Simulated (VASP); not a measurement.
Input of a VASP 6.6.1 run:

File POSCAR:

```
Ni
1.0
   -1.3445437515      1.3445437515      1.3445437515
    1.3445437515     -1.3445437515      1.3445437515
    1.3445437515      1.3445437515     -1.3445437515
Ni
1
Direct
    0.0000000000      0.0000000000      0.0000000000
```

File INCAR.step1:

```
PREC     = Accurate       # precision mode
ENCUT    = 520            # plane-wave cutoff, eV
ISMEAR   = -1             # smearing method
SIGMA    = 0.05           # smearing width, eV
LREAL    = False          # projectors in reciprocal space
LASPH    = True           # aspherical terms in the spheres
NELM     = 150            # most SCF steps
ISPIN    = 2              # spin polarisation
MAGMOM   = 0.685          # initial moments
LMAXMIX  = 4              # l up to which the mixer works
NBANDS   = 15             # bands
GGA      = PE             # functional
ALGO     = Normal         # electronic algorithm
EDIFF    = 1E-4           # SCF threshold, eV
LWAVE    = True           # write WAVECAR
LCHARG   = False          # write CHGCAR
```

The input INCAR.step2:

```
PREC     = Accurate       # precision mode
ENCUT    = 520            # plane-wave cutoff, eV
EDIFF    = 1E-6           # SCF threshold, eV
ISMEAR   = -1             # smearing method
SIGMA    = 0.05           # smearing width, eV
LREAL    = False          # projectors in reciprocal space
LASPH    = True           # aspherical terms in the spheres
NELM     = 150            # most SCF steps
ALGO     = Normal         # electronic algorithm
ISIF     = 2              # what is computed and relaxed
LWAVE    = False          # write WAVECAR
LCHARG   = False          # write CHGCAR
ISPIN    = 2              # spin polarisation
MAGMOM   = 0.685          # initial moments
LORBIT   = 11             # projections on sites
LMAXMIX  = 4              # l up to which the mixer works
METAGGA  = R2SCAN         # meta-GGA
LMIXTAU  = True         
NBANDS   = 15             # bands
ISTART   = 1
```

KPOINTS

```
Automatic mesh
0
Gamma
  18 18 18
```

Potentials or basis: VASP PAW PBE potentials, release 64 (Ni).

Command:

```sh
$ cat potpaw_PBE.64/Ni/POTCAR > POTCAR
$ cp INCAR.step1 INCAR
$ mpirun -np 1 vasp_std > vasp.out
$ cp INCAR.step2 INCAR
$ mpirun -np 1 vasp_std > vasp.out
```

Problem. What does it give for the pressure?

Solution. 22.7 GPa.

Problem. Predict the site moments.

Solution. Ni +0.59 μB.

Problem. Estimate the net moment.

Solution. 0.59 μB per cell.

Caveat: the PAW data sets were made with another functional, which shifts forces and pressure a little.
